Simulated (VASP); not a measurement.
# AlN in VASP: a series of runs, part 2 of 2

VASP 6.6.1.

## (3) Single point, PBEsol (mode 4 frozen in at -0.095 Å, strain +e along z and -e/2 along x and y +0.0233)

Contents of INCAR:

```
ALGO = Normal
EDIFF = 1E-6
ENCUT = 520
GGA = PS
ISIF = 2
ISMEAR = 0
LASPH = True
LCHARG = True
LELF = True
LREAL = False
LVHAR = True
LWAVE = False
NBANDS = 11
NELM = 100
PREC = Accurate
SIGMA = 0.05
```

Contents of KPOINTS:

```
k-points
0
Gamma
  10 10 10
```

Contents of POSCAR:

```
AlN
1.0
    0.0000000000      2.2396523787      2.1631588278
    2.1631588278      0.0000000000      2.1631588278
    2.1631588278      2.2396523787      0.0000000000
Al N
1 1
Direct
   -0.0112666392      0.0112666392      0.0112666392
    0.7717028100      0.7282971900      0.7282971900
```

Potentials or basis: VASP PAW PBE potentials, release 64 (Al, N).

Started as:

```sh
$ cat potpaw_PBE.64/Al/POTCAR potpaw_PBE.64/N/POTCAR > POTCAR
$ mpirun -np 1 vasp_std > vasp.out
```

Run time: 39 s. Hardware: 1 thread of Intel Xeon Platinum 8259CL at 2.50GHz (Skylake/Cascade Lake), shared host; peak memory 0.18 GiB.

It converged, with:

```
Free energy            : -15.4619 eV
Pressure               : 2.4 GPa
Largest force          : 1.972 eV/Å
Band gap on the k mesh : 2.79 eV, indirect (least direct gap 3.70 eV)
```

Forces in eV/Å, atoms in the order of the input:
```
Al  -1.972  0.000  0.000
N    1.972  0.000  0.000
```

Stress tensor (GPa, compression positive):
```
  1.38   0.00   0.00
  0.00   0.56 -10.16
  0.00 -10.16   5.27
```

Levels at points of the mesh, in eV from the valence-band top:
| k point | band 1 | band 2 | band 3 | band 4 | band 5 | band 6 | band 7 | band 8 | band 9 |
| --- | --- | --- | --- | --- | --- | --- | --- | --- | --- |
| (0.00, 0.00, 0.00) | -15.26 | -0.76 | -0.27 | 0.00 | 3.70 | 12.04 | 12.10 | 12.12 | 16.53 |
| (0.50, 0.00, 0.00) | -13.22 | -6.11 | -1.27 | -0.59 | 6.87 | 9.41 | 10.43 | 10.92 | 17.19 |
| (0.00, 0.50, 0.00) | -13.18 | -6.33 | -0.88 | -0.53 | 6.70 | 9.26 | 10.35 | 11.19 | 17.22 |
| (0.50, 0.50, 0.00) | -12.51 | -5.17 | -2.20 | -2.17 | 2.79 | 7.80 | 13.52 | 14.71 | 15.68 |
| (0.00, 0.50, 0.50) | -12.51 | -5.15 | -2.49 | -1.97 | 2.83 | 7.95 | 13.52 | 14.59 | 15.63 |
| (0.50, 0.00, 0.50) | -12.66 | -5.50 | -1.91 | -1.89 | 2.95 | 8.33 | 12.92 | 15.44 | 15.53 |

Caveat: the cell differs from its parent crystal (mode 4 frozen in at -0.095 Å, strain +e along z and -e/2 along x and y +0.0233); the PAW data sets were made with another functional, which shifts forces and pressure a little. A k mesh can miss the band edges.

## (4) Single point, PBEsol (mode 4 frozen in at -0.095 Å, strain +e along z and -e/2 along x and y +0.0000)

Contents of INCAR:

```
SYSTEM = AlN
PREC = Accurate
ENCUT = 520
EDIFF = 1E-6
ISMEAR = 0
SIGMA = 0.05
LREAL = .FALSE.
LASPH = .TRUE.
NELM = 100
ALGO = Normal
ISIF = 2
LWAVE = .FALSE.
LCHARG = .FALSE.
GGA = PS
NBANDS = 11
```

Contents of KPOINTS:

```
regular mesh
0
G
  10 10 10
  0 0 0
```

Contents of POSCAR:

```
AlN
1.0
    0.0000000000      2.1886566781      2.1886566781
    2.1886566781      0.0000000000      2.1886566781
    2.1886566781      2.1886566781      0.0000000000
Al N
1 1
Direct
   -0.0112666392      0.0112666392      0.0112666392
    0.7717028100      0.7282971900      0.7282971900
```

Potentials or basis: VASP PAW PBE potentials, release 64 (Al, N).

Started as:

```sh
$ cat potpaw_PBE.64/Al/POTCAR potpaw_PBE.64/N/POTCAR > POTCAR
$ mpirun -np 1 vasp_std > vasp.out
```

OUTCAR:

```text
SYSTEM = AlN
   PREC = Accurate
   ENCUT = 520
   EDIFF = 1E-6
   ISMEAR = 0
   LREAL = .FALSE.
   LASPH = .TRUE.
   NELM = 100
   ISIF = 2
   GGA = PS

 ion  position               nearest neighbor table
   1  0.989  0.011  0.011-   2 1.82   2 1.82   2 1.98   2 1.98
   2  0.772  0.728  0.728-   1 1.82   1 1.82   1 1.98   1 1.98

  LATTYP: Found a face centered cubic cell.
 ALAT       =     4.3773133562

  Lattice vectors:

 A1 = (   0.0000000000,   2.1886566781,   2.1886566781)
 A2 = (   2.1886566781,   0.0000000000,   2.1886566781)
 A3 = (   2.1886566781,   2.1886566781,   0.0000000000)
[... 512 lines left out ...]
      7      17.2059      0.00000
      8      17.9540      0.00000
      9      21.8589      0.00000
     10      24.6150      0.00000
     11      24.9812      0.00000

 [... further k-points ...]
[... 5 lines left out ...]
  --------------------------------------------------------------------------------------
  -------------------------------------------------------------------------------------
  Total       -0.0125703      0.5110536      0.5110536      0.0000000     -1.3445333      0.0000000
  in kB       -0.9604924     39.0493756     39.0493756      0.0000000   -102.7351865      0.0000000
  external PRESSURE =      25.7127529 kB  Pullay stress =       0.0000000 kB

 VOLUME and BASIS-vectors are now :
 -----------------------------------------------------------------------------
  energy-cutoff  :      520.00
  volume of cell :       20.97
      direct lattice vectors                 reciprocal lattice vectors
     0.000000000  2.188656678  2.188656678    -0.228450631  0.228450631  0.228450631
     2.188656678  0.000000000  2.188656678     0.228450631 -0.228450631  0.228450631
     2.188656678  2.188656678  0.000000000     0.228450631  0.228450631 -0.228450631

 POSITION                                       TOTAL-FORCE (eV/Angst)
 -----------------------------------------------------------------------------------
      0.04932      2.18866      2.18866        -2.036359      0.000000      0.000000
      3.18799      3.28299      3.28299         2.036359     -0.000000     -0.000000
 -----------------------------------------------------------------------------------
    total drift:                                0.000134     -0.000000     -0.000000

  FREE ENERGIE OF THE ION-ELECTRON SYSTEM (eV)
  ---------------------------------------------------
  free  energy   TOTEN  =       -15.4629158417 eV

  energy  without entropy=      -15.4629158417  energy(sigma->0) =      -15.46291584
```

Run time: 10 s. Hardware: 1 thread of Intel Xeon 6975P-C (Granite Rapids), shared host; peak memory 0.16 GiB.

Results:

```yaml
Free_energy: -15.4629 eV
Pressure: 2.6 GPa
Largest_force: 2.036 eV/Å
Band_gap_on_the_k_mesh: 2.82 eV, indirect (least direct gap 3.68 eV)
```

Forces in eV/Å, atoms in the order of the input:
```
Al  -2.036  0.000  0.000
N    2.036  0.000  0.000
```

Stress tensor (GPa, compression positive):
```
 -0.10   0.00   0.00
  0.00   3.90 -10.27
  0.00 -10.27   3.90
```

Caveat: the cell differs from its parent crystal (mode 4 frozen in at -0.095 Å, strain +e along z and -e/2 along x and y +0.0000); the PAW data sets were made with another functional, which shifts forces and pressure a little. A k mesh can miss the band edges.

## (5) Overview

```csv
cell,gap on the mesh (eV),pressure (GPa),largest force (eV/Å)
"a = 3.078, b = 3.131 Å, angles 59.4, 61.2, 59.4°, 2 atoms",2.69,2.7,2.09
"a = 3.114, b = 3.059 Å, angles 60.6, 58.8, 60.6°, 2 atoms",2.79,2.4,1.97
"a = 3.095 Å, angles 60.0°, 2 atoms",2.82,2.6,2.04
```

Alike in all rows: task single point; level PBEsol; potentials or basis VASP PAW PBE potentials, release 64 (Al, N); no spin polarisation; k mesh 10 × 10 × 10; cutoff (eV) 520; smearing gaussian 0.05 eV.

Caveats: the PAW data sets were made with another functional, which shifts forces and pressure a little.

Total energies depend on the potentials used, so only differences within one code and one set of settings carry meaning.
